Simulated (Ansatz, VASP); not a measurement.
Ag: VASP beside Ansatz

File INCAR:

```
SYSTEM = Ag
PREC = Accurate
ENCUT = 520
EDIFF = 1E-7
ISMEAR = -1
SIGMA = 0.03
LREAL = .False.
LASPH = .True.
NELM = 100
ALGO = Normal
ISIF = 2
LWAVE = .False.
LCHARG = .False.
GGA = PE
NBANDS = 18
```

KPOINTS

```
Automatic mesh
0
Gamma
  6 6 4
  0 0 0
```

File POSCAR:

```
Ag
1.0
    2.9299980804      0.0000000000      0.0000000000
   -1.4649990402      2.5374527707      0.0000000000
    0.0000000000      0.0000000000      4.7900000000
Ag
2
Direct
    0.3333333333      0.6666666667      0.2500000000
    0.6666666667      0.3333333333      0.7500000000
```

Input for Ansatz:

```yaml
crystal:
  lattice:
    - [2.9299980804, 0.0, 0.0]
    - [-1.4649990402, 2.5374527707, 0.0]
    - [0.0, 0.0, 4.79]
  atoms:
    - { symbol: Ag, position: [0.3333333333, 0.6666666667, 0.25] }
    - { symbol: Ag, position: [0.6666666667, 0.3333333333, 0.75] }
kpoints:
  mp_grid: { grid: [6, 6, 4] }
scf:
  occupations: { method: fermi_dirac, width: 0.03 }
hamiltonian:
  xc: pbe
  pseudopotentials: { kind: all_electron, lapw: { basis_error: 0.00025 } }
output:
  forces: true
  stress: true
  eigenvalues: true
```

Alike in both runs: task single point; functional PBE; k mesh 6 × 6 × 4; occupations fermi-dirac, width 0.03 eV; no spin polarisation.

|  | VASP | Ansatz |
| --- | --- | --- |
| version | VASP 6.6.1 | Ansatz 0.2.0 |
| potentials or method | VASP PAW PBE potentials, release 64 (Ag), cutoff 520 eV | all-electron LAPW, scalar-relativistic |

|  | VASP | Ansatz | Ansatz less VASP |
| --- | --- | --- | --- |
| pressure (GPa) | 0.9 | 1.0 | +0.11 |
| traceless stress, the component that is largest in VASP (GPa) | -1.93 | -1.93 | +0.006 |

Ansatz ran all-electron here, and VASP with PAW potentials.

The k mesh is coarse, so the values compare programs but aren't converged.
